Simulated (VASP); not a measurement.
Write the native input for VASP 6.6.1 that does the following.

* Task: single point
* Functional: PBE
* Dispersion: D3(BJ)
* Potentials or basis: VASP PAW PBE potentials, release 64 (Se, Zr_sv)
* Cutoff: 400 eV
* k mesh: 12 × 12 × 1
* Occupations: gaussian, width 0.01 eV
* Spin: no spin polarisation
* Dipole correction: yes
* Further INCAR settings: ALGO = Normal; EDIFF = 1e-06; NBANDS = 60; NELMDL = -8

The structure of ZrSe2 lies in POSCAR:

```
ZrSe2
1.0
    3.7409588451      0.0000000000      0.0000000000
   -1.8704794226      3.2397653944      0.0000000000
    0.0000000000      0.0000000000     68.6109370448
Se Zr
8 4
Direct
    0.6666666667      0.3333333333      0.3445675538
    0.3333333333      0.6666666667      0.3911552100
    0.6666666667      0.3333333333      0.4327435577
    0.3333333333      0.6666666667      0.4792667668
    0.6666666667      0.3333333333      0.5207332332
    0.3333333333      0.6666666667      0.5672564423
    0.6666666667      0.3333333333      0.6088447900
    0.3333333333      0.6666666667      0.6554324462
    0.0000000000      0.0000000000      0.3678906060
    0.0000000000      0.0000000000      0.4560060887
    0.0000000000      0.0000000000      0.5439939113
    0.0000000000      0.0000000000      0.6321093940
```

These files were run (other wordings do the same):

INCAR

```
SYSTEM = ZrSe2
ALGO = Normal
DIPOL = 0.5 0.5 0.500
EDIFF = 1E-6
ENCUT = 400
GGA = PE
GGA_COMPAT = .FALSE.
IDIPOL = 3
ISIF = 2
ISMEAR = 0
IVDW = 12
LASPH = .TRUE.
LCHARG = .TRUE.
LDIPOL = .TRUE.
LELF = .TRUE.
LREAL = .FALSE.
LVACPOTAV = .TRUE.
LVHAR = .TRUE.
LWAVE = .FALSE.
NBANDS = 60
NELM = 120
NELMDL = -8
PREC = Accurate
SIGMA = 0.01
```

KPOINTS

```
k-points
0
G
  12 12 1
  0 0 0
```

Potentials or basis: VASP PAW PBE potentials, release 64 (Se, Zr_sv).

Run with:

```sh
$ cat potpaw_PBE.64/Se/POTCAR potpaw_PBE.64/Zr_sv/POTCAR > POTCAR
$ mpirun -np 1 vasp_std > vasp.out
```

It gave:

- Largest force: 0.020 eV/Å
- Band gap on the k mesh: 0.19 eV (least direct gap 1.02 eV)
- Dispersion energy per atom: -0.370 eV
- Ionisation potential of the upper face: 5.48 eV

Caveat: semilocal functionals underestimate gaps, and a narrow one can read as zero.

Wall time 18 min on 1 thread of Intel(R) Xeon(R) Platinum 8488C (Sapphire Rapids), with other jobs on the host, peak memory 0.86 GiB.
